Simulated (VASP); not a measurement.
Here is a VASP 6.6.1 calculation.

The input INCAR:

```
SYSTEM = La
ALGO     = Normal         ! electronic algorithm
EDIFF    = 1E-7           ! SCF threshold, eV
ENCUT    = 520            ! plane-wave cutoff, eV
GGA      = RE             ! functional
ISIF     = 2              ! what is computed and relaxed
ISMEAR   = -1             ! smearing method
LASPH    = .TRUE.         ! aspherical terms in the spheres
LCHARG   = .FALSE.        ! write CHGCAR
LREAL    = .FALSE.        ! projectors in reciprocal space
LWAVE    = .FALSE.        ! write WAVECAR
NBANDS   = 12             ! bands
NELM     = 80             ! most SCF steps
PREC     = Accurate       ! precision mode
SIGMA    = 0.1            ! smearing width, eV
```

The input KPOINTS:

```
k-points
0
G
  17 17 17
  0 0 0
```

Contents of POSCAR:

```
La
1.0
    0.0000000000      2.6836723148      2.6836723148
    2.6836723148      0.0000000000      2.6836723148
    2.6836723148      2.6836723148      0.0000000000
La
1
Direct
    0.0000000000      0.0000000000      0.0000000000
```

Potentials or basis: VASP PAW PBE potentials, release 64 (La).

The run is started by

```console
$ cat potpaw_PBE.64/La/POTCAR > POTCAR
$ mpirun -np 1 vasp_std > vasp.out
```

(1) What does it give for the pressure?

(2) Estimate the band gap on the k mesh.

Results:

(1) -0.1 GPa.

(2) zero (an odd number of electrons rules out a gap without spin polarisation).

Caveat: the PAW data sets were made with another functional, which shifts forces and pressure a little; spin-orbit coupling is left out, which moves the levels of the heavy elements.
